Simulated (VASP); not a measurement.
A run of VASP 6.6.1:

INCAR

```
SYSTEM = SnTe
PREC = Accurate
ENCUT = 500
EDIFF = 1E-6
ISMEAR = 0
SIGMA = 0.01
LREAL = .False.
LASPH = .True.
NELM = 120
ALGO = Normal
ISIF = 2
LWAVE = .False.
LCHARG = .False.
NBANDS = 17
GGA_COMPAT = .False.
```

The input KPOINTS:

```
regular mesh
0
Gamma
  6 6 6
  0 0 0
```

Contents of POSCAR:

```
SnTe
1.0
    0.0000000000      3.1610380332      3.1610380332
    3.1610380332      0.0000000000      3.1610380332
    3.1610380332      3.1610380332      0.0000000000
Sn Te
1 1
Direct
    0.0000000000      0.0000000000      0.0000000000
    0.5000000000      0.5000000000      0.5000000000
```

Potentials or basis: VASP PAW LDA potentials, release 64 (Sn_d, Te).

Command:

```sh
$ cat potpaw_LDA.64/Sn_d/POTCAR potpaw_LDA.64/Te/POTCAR > POTCAR
$ mpirun -np 1 vasp_std > vasp.out
```

Hardware: 1 thread of Intel(R) Xeon(R) Platinum 8375C CPU @ 2.90GHz (Ice Lake), on a shared host.

**Question.** How long does it take, and how much memory?

**Answer.** Wall time 16 s on 1 thread of Intel(R) Xeon(R) Platinum 8375C CPU @ 2.90GHz (Ice Lake), with other jobs on the host, peak memory 0.17 GiB. Counts: scf iterations 12, k points 16.
